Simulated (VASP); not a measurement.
# ZnS (P3m1) in VASP: single point with r2SCAN

Aim: the single point of ZnS with r2SCAN.

All numbers are computed with VASP 6.6.1; they aren't measurements. Logs are shortened: lines on timing, memory, paths and dates and some standing lists are left out, and cuts for length are marked.

### Step 1. The cell of the first run

It takes space group P3m1 (No. 156, trigonal). The conventional cell has a = 3.809 Å, b = 3.809 Å, c = 12.466 Å, α = 90.00°, β = 90.00°, γ = 120.00°. Within 3.0 Å of Zn (site symmetry 3m) lie 4 S at 2.28 to 2.34 Å. Zn (site symmetry 3m) has 4 S at 2.33 to 2.38 Å within 3.1 Å. Within 3.1 Å of Zn (site symmetry 3m) lie 4 S at 2.34 to 2.35 Å. Within 3.1 Å of Zn (site symmetry 3m) lie 4 S at 2.32 to 2.34 Å. Within 3.0 Å of S (site symmetry 3m) lie 4 Zn at 2.28 to 2.35 Å. S (site symmetry 3m) has 4 Zn at 2.32 to 2.38 Å within 3.1 Å. Within 3.1 Å of S (site symmetry 3m) lie 4 Zn at 2.33 to 2.34 Å. S (site symmetry 3m) has 4 Zn at 2.34 Å within 3.1 Å.

### Step 2. Single point, r2SCAN (mode 24 (340.4 1/cm) frozen in, largest displacement +0.037 Å)

POSCAR

```
ZnS
1.0
    3.8087369152      0.0000000000      0.0000000000
   -1.9043684576      3.2984629249      0.0000000000
    0.0000000000      0.0000000000     12.4664651431
Zn S
4 4
Direct
    0.0000000000      0.0000000000      0.0010836319
    0.0000000000      0.0000000000      0.4991451529
    0.3333333333      0.6666666667      0.2505366599
    0.6666666667      0.3333333333      0.7496045749
    0.0000000000      0.0000000000      0.1842280736
    0.0000000000      0.0000000000      0.6902442136
    0.3333333333      0.6666666667      0.4379925504
    0.6666666667      0.3333333333      0.9371651428
```

INCAR.step1

```
SYSTEM = ZnS
ALGO = Normal
EDIFF = 1E-4
ENCUT = 520
GGA = PE
ISMEAR = 0
LASPH = .True.
LCHARG = .False.
LREAL = .False.
LWAVE = .True.
NBANDS = 46
NELM = 100
PREC = Accurate
SIGMA = 0.05
```

INCAR.step2

```
SYSTEM = ZnS
ALGO = Normal
EDIFF = 1E-7
ENCUT = 520
ISIF = 2
ISMEAR = 0
ISTART = 1
LASPH = .True.
LCHARG = .False.
LMIXTAU = .True.
LREAL = .False.
LWAVE = .False.
METAGGA = R2SCAN
NBANDS = 46
NELM = 100
PREC = Accurate
SIGMA = 0.05
```

KPOINTS

```
k-points
0
Gamma
  6 6 2
  0 0 0
```

Potentials or basis: VASP PAW PBE potentials, release 64 (Zn, S).

Run with:

```sh
cat potpaw_PBE.64/Zn/POTCAR potpaw_PBE.64/S/POTCAR > POTCAR
cp INCAR.step1 INCAR
mpirun -np 1 vasp_std > vasp.out
cp INCAR.step2 INCAR
mpirun -np 1 vasp_std > vasp.out
```

OUTCAR:

```text
SYSTEM = ZnS
   EDIFF = 1E-7
   ENCUT = 520
   ISIF = 2
   ISMEAR = 0
   ISTART = 1
   LASPH = .True.
   LREAL = .False.
   METAGGA = R2SCAN
   NELM = 100
   PREC = Accurate

 ion  position               nearest neighbor table
   1  0.000  0.000  0.001-   5 2.28   8 2.34   8 2.34   8 2.34
   2  0.000  0.000  0.499-   7 2.33   7 2.33   7 2.33   6 2.38
   3  0.333  0.667  0.251-   7 2.34   5 2.35   5 2.35   5 2.35
   4  0.667  0.333  0.750-   6 2.32   6 2.32   6 2.32   8 2.34
   5  0.000  0.000  0.184-   1 2.28   3 2.35   3 2.35   3 2.35
   6  0.000  0.000  0.690-   4 2.32   4 2.32   4 2.32   2 2.38
   7  0.333  0.667  0.438-   2 2.33   2 2.33   2 2.33   3 2.34
   8  0.667  0.333  0.937-   4 2.34   1 2.34   1 2.34   1 2.34

  LATTYP: Found a hexagonal cell.
 ALAT       =     3.8087369152
 C/A-ratio  =     3.2731231956

  Lattice vectors:

 A1 = (   3.8087369152,   0.0000000000,   0.0000000000)
 A2 = (  -1.9043684576,   3.2984629249,   0.0000000000)
 A3 = (   0.0000000000,   0.0000000000,  12.4664651431)

Analysis of symmetry for initial positions (statically):
=====================================================================
 Subroutine PRICEL returns:
 Original cell was already a primitive cell.

 Routine SETGRP: Setting up the symmetry group for a
 hexagonal supercell.

 Subroutine GETGRP returns: Found  6 space group operations
 (whereof  6 operations were pure point group operations)
 out of a pool of 24 trial point group operations.

The static configuration has the point symmetry C_3v.

Analysis of symmetry for dynamics (positions and initial velocities):
=====================================================================
 Subroutine PRICEL returns:
 Original cell was already a primitive cell.

 Routine SETGRP: Setting up the symmetry group for a
 hexagonal supercell.

 Subroutine GETGRP returns: Found  6 space group operations
 (whereof  6 operations were pure point group operations)
 out of a pool of 24 trial point group operations.

The dynamic configuration has the point symmetry C_3v.

 Subroutine INISYM returns: Found  6 space group operations
 (whereof  6 operations are pure point group operations),
 and found     1 'primitive' translations

----------------------------------------------------------------------------------------

                                     Primitive cell

  volume of cell :     156.6159

  direct lattice vectors                    reciprocal lattice vectors
     3.808736915  0.000000000  0.000000000     0.262554233  0.151585757  0.000000000
    -1.904368458  3.298462925  0.000000000     0.000000000  0.303171514  0.000000000
     0.000000000  0.000000000 12.466465143     0.000000000  0.000000000  0.080215200

  length of vectors
     3.808736915  3.808736915 12.466465143     0.303171514  0.303171514  0.080215200

  position of ions in fractional coordinates (direct lattice)
     0.000000000  0.000000000  0.001083632
     0.000000000  0.000000000  0.499145153
     0.333333333  0.666666667  0.250536660
     0.666666667  0.333333333  0.749604575
     0.000000000  0.000000000  0.184228074
     0.000000000  0.000000000  0.690244214
     0.333333333  0.666666667  0.437992550
     0.666666667  0.333333333  0.937165143

  ion indices of the primitive-cell ions
   primitive index   ion index
                 1           1
                 2           2
                 3           3
                 4           4
                 5           5
                 6           6
                 7           7
                 8           8

----------------------------------------------------------------------------------------

 KPOINTS: k-points

Automatic generation of k-mesh.
 Grid dimensions read from file:
 generate k-points for:    6    6    2

 Generating k-lattice:

  Cartesian coordinates                     Fractional coordinates (reciprocal lattice)
     0.043759039  0.025264293  0.000000000     0.166666667  0.000000000  0.000000000
     0.000000000  0.050528586  0.000000000     0.000000000  0.166666667  0.000000000
     0.000000000  0.000000000  0.040107600     0.000000000  0.000000000  0.500000000

  Length of vectors
     0.050528586  0.050528586  0.040107600

  Shift w.r.t. Gamma in fractional coordinates (k-lattice)
     0.000000000  0.000000000  0.000000000

 Subroutine IBZKPT returns following result:
 ===========================================

 Found     14 irreducible k-points:

 Following reciprocal coordinates:
            Coordinates               Weight
  0.000000  0.000000  0.000000      1.000000
  0.166667  0.000000  0.000000      6.000000
  0.333333  0.000000  0.000000      6.000000
  0.500000  0.000000  0.000000      3.000000
  0.166667  0.166667  0.000000      6.000000
  0.333333  0.166667  0.000000     12.000000
  0.333333  0.333333  0.000000      2.000000
  0.000000  0.000000  0.500000      1.000000
  0.166667  0.000000  0.500000      6.000000
  0.333333  0.000000  0.500000      6.000000
  0.500000  0.000000  0.500000      3.000000
  0.166667  0.166667  0.500000      6.000000
  0.333333  0.166667  0.500000     12.000000
  0.333333  0.333333  0.500000      2.000000
   k-points           NKPTS =     14   k-points in BZ     NKDIM =     14   number of bands    NBANDS=     46
   number of dos      NEDOS =    301   number of ions     NIONS =      8
   total plane-waves  NPLWV =  75264
   dimension x,y,z NGX =    28 NGY =   28 NGZ =   96
   dimension x,y,z NGXF=    56 NGYF=   56 NGZF=  192
   ions per type =               4   4
   NGX,Y,Z   is equivalent  to a cutoff of  12.22, 12.22, 12.80 a.u.
   NGXF,Y,Z  is equivalent  to a cutoff of  24.44, 24.44, 25.60 a.u.
 SYSTEM =  ZnS
   PREC   = accura    normal or accurate (medium, high low for compatibility)
   ISTART =      1    job   : 0-new  1-cont  2-samecut
   ICHARG =      0    charge: 1-file 2-atom 10-const
   ISPIN  =      1    spin polarized calculation?
   LNONCOLLINEAR =      F non collinear calculations
   LSORBIT =      F    spin-orbit coupling
   LASPH  =      T    aspherical Exc in radial PAW
   ENCUT  =  520.0 eV  38.22 Ry    6.18 a.u.   7.08  7.08 23.18*2*pi/ulx,y,z
   NELM   =    100;   NELMIN=  2; NELMDL=  0     # of ELM steps
   EDIFF  = 0.1E-06   stopping-criterion for ELM
   LREAL  =      F    real-space projection
   EDIFFG = 0.1E-05   stopping-criterion for IOM
   NSW    =      0    number of steps for IOM
   IBRION =     -1    ionic relax: 0-MD 1-quasi-New 2-CG
   NFREE  =      0    steps in history (QN), initial steepest desc. (CG)
   ISIF   =      2    stress and relaxation
   ISYM   =      2    0-nonsym 1-usesym 2-fastsym
   POTIM  = 0.5000    time-step for ionic-motion
   TEBEG  =    0.0;   TEEND  =   0.0 temperature during run
   PSTRESS=    0.0 pullay stress
   NELECT =      72.0000    total number of electrons
   NUPDOWN=      -1.0000    fix difference up-down
   EMIN   =  10.00;   EMAX   =-10.00  energy-range for DOS
   EFERMI =   0.00;   METHOD = LEGACY
   ISMEAR =     0;   SIGMA  =   0.05  broadening in eV -4-tet -1-fermi 0-gaus
   EFERMI_NEDOS =   21; number of points for ismear=-14 and -15
   IALGO  =     38    algorithm
   IMIX   =      4    mixing-type and parameters
     AMIX     =   0.40;   BMIX     =  1.00
     AMIX_MAG =   1.60;   BMIX_MAG =  1.00
  volume/ion in A,a.u.               =      19.58       132.11
  Fermi-wavevector in a.u.,A,eV,Ry     =   1.263495  2.387660 21.720624  1.596421
  Thomas-Fermi vector in A             =   2.396849
   LORBIT       =      0    0 simple, 1 ext, 2 COOP (PROOUT), +10 PAW based schemes
   METAGGA = R2SCAN    functional components
   LHFCALC =     F    Hartree Fock is set to
   AEXX    =    0.0000 exact exchange contribution
   IVDW    =     0    specifies the selected vdW correction
   LEPSILON=     F    determine dielectric tensor
   LRPA    =     F    only Hartree local field effects (RPA)
 non-spin polarized calculation
 Gauss-broadening in eV      SIGMA  =   0.05
  energy-cutoff  :      520.00
  volume of cell :      156.62
 maximum number of plane-waves:      4251
   NGX = 15   NGY = 15   NGZ = 47

 number of electron      71.9999997 magnetization

 Free energy of the ion-electron system (eV)
  ---------------------------------------------------
  ext. energy  EPLUGINS =         0.00000000
  ---------------------------------------------------
  free energy    TOTEN  =       -75.42671260 eV

  energy without entropy =      -75.42671260  energy(sigma->0) =      -75.42671260

 E-fermi :   2.2248     XC(G=0): -10.3189

 val. band max:        1.9424605626   @ k =   0.0000   0.0000   0.0000
 cond. band min:       4.6524786959   @ k =   0.0000   0.0000   0.0000
 fundamental gap:      2.7100181333
 Fermi energy:         2.2247777305

 k-point     1 :       0.0000    0.0000    0.0000
  band No.  band energies     occupation
      1     -11.8505      2.00000
      2     -11.4040      2.00000
      3     -11.3927      2.00000
      4     -10.8364      2.00000
      5      -4.6890      2.00000
      6      -4.6890      2.00000
[... 38 lines left out ...]
     45       9.0397      0.00000
     46       9.3064      0.00000

 k-point     2 :       0.1667    0.0000    0.0000
  band No.  band energies     occupation
      1     -11.6643      2.00000
      2     -11.2510      2.00000
      3     -11.2378      2.00000
      4     -10.7325      2.00000
      5      -4.7000      2.00000
      6      -4.6451      2.00000
[... 38 lines left out ...]
     45       9.1899      0.00000
     46       9.2794      0.00000

 k-point     3 :       0.3333    0.0000    0.0000
  band No.  band energies     occupation
      1     -11.2227      2.00000
      2     -10.9172      2.00000
      3     -10.8951      2.00000
      4     -10.5395      2.00000
      5      -4.6876      2.00000
      6      -4.6045      2.00000
[... 38 lines left out ...]
     45       9.4057      0.00000
     46      10.0038      0.00000

 k-point     4 :       0.5000    0.0000    0.0000
  band No.  band energies     occupation
      1     -10.9317      2.00000
      2     -10.7399      2.00000
      3     -10.7013      2.00000
      4     -10.4753      2.00000
      5      -4.6705      2.00000
      6      -4.5765      2.00000
[... 430 lines left out ...]
     45       9.4457      0.00000
     46       9.5207      0.00000

 k-point    13 :       0.3333    0.1667    0.5000
  band No.  band energies     occupation
      1     -10.9326      2.00000
      2     -10.7975      2.00000
      3     -10.6541      2.00000
      4     -10.4796      2.00000
      5      -4.6164      2.00000
      6      -4.5469      2.00000
[... 38 lines left out ...]
     45       9.7310      0.00000
     46       9.8159      0.00000

 k-point    14 :       0.3333    0.3333    0.5000
  band No.  band energies     occupation
      1     -10.7737      2.00000
      2     -10.6638      2.00000
      3     -10.6017      2.00000
      4     -10.4617      2.00000
      5      -4.5971      2.00000
      6      -4.5206      2.00000
[... 38 lines left out ...]
     45       9.8445      0.00000
     46      10.1393      0.00000

------------------------ aborting loop because EDIFF is reached ----------------------------------------

  FORCE on cell =-STRESS in cart. coord.  units (eV):
  Direction    XX          YY          ZZ          XY          YZ          ZX
  --------------------------------------------------------------------------------------
  -------------------------------------------------------------------------------------
  Total        0.0149369      0.0149369      0.1317444      0.0000000      0.0000000     -0.0000000
  in kB        0.1528038      0.1528038      1.3477423      0.0000000      0.0000000     -0.0000000
  external PRESSURE =       0.5511166 kB  Pullay stress =       0.0000000 kB

 VOLUME and BASIS-vectors are now :
 -----------------------------------------------------------------------------
  energy-cutoff  :      520.00
  volume of cell :      156.62
      direct lattice vectors                 reciprocal lattice vectors
     3.808736915  0.000000000  0.000000000     0.262554233  0.151585757  0.000000000
    -1.904368458  3.298462925  0.000000000     0.000000000  0.303171514  0.000000000
     0.000000000  0.000000000 12.466465143     0.000000000  0.000000000  0.080215200

 POSITION                                       TOTAL-FORCE (eV/Angst)
 -----------------------------------------------------------------------------------
      0.00000      0.00000      0.01351        -0.000000     -0.000000     -0.361285
      0.00000      0.00000      6.22258        -0.000000      0.000000      0.298859
     -0.00000      2.19898      3.12331         0.000000     -0.000000     -0.173397
      1.90437      1.09949      9.34492         0.000000      0.000000      0.147654
      0.00000      0.00000      2.29667         0.000000     -0.000000      0.555431
      0.00000      0.00000      8.60491         0.000000     -0.000000     -0.478641
     -0.00000      2.19898      5.46022         0.000000     -0.000000     -0.064430
      1.90437      1.09949     11.68314         0.000000     -0.000000      0.075809
 -----------------------------------------------------------------------------------
    total drift:                                0.000005     -0.000005     -0.042374

  FREE ENERGIE OF THE ION-ELECTRON SYSTEM (eV)
  ---------------------------------------------------
  free  energy   TOTEN  =       -75.4267126015 eV

  energy  without entropy=      -75.4267126015  energy(sigma->0) =      -75.42671260
```

Wall time 7.1 min (1 thread of Intel Xeon 6975P-C, shared host); peak memory 0.33 GiB.

Results:

```
Free energy            : -75.4267 eV
Pressure               : 0.1 GPa
Largest force          : 0.555 eV/Å
Band gap on the k mesh : 2.71 eV, direct
```

Forces on the atoms (eV/Å):
```
Zn   0.000  0.000 -0.361
Zn   0.000  0.000  0.299
Zn   0.000  0.000 -0.173
Zn   0.000  0.000  0.148
S    0.000  0.000  0.555
S    0.000  0.000 -0.479
S    0.000  0.000 -0.064
S    0.000  0.000  0.076
```

Stress tensor (GPa, compression positive):
```
0.02 0.00 0.00
0.00 0.02 0.00
0.00 0.00 0.13
```

Caveat: the cell differs from its parent crystal (mode 24 (340.4 1/cm) frozen in, largest displacement +0.037 Å); the PAW data sets were made with another functional, which shifts forces and pressure a little.
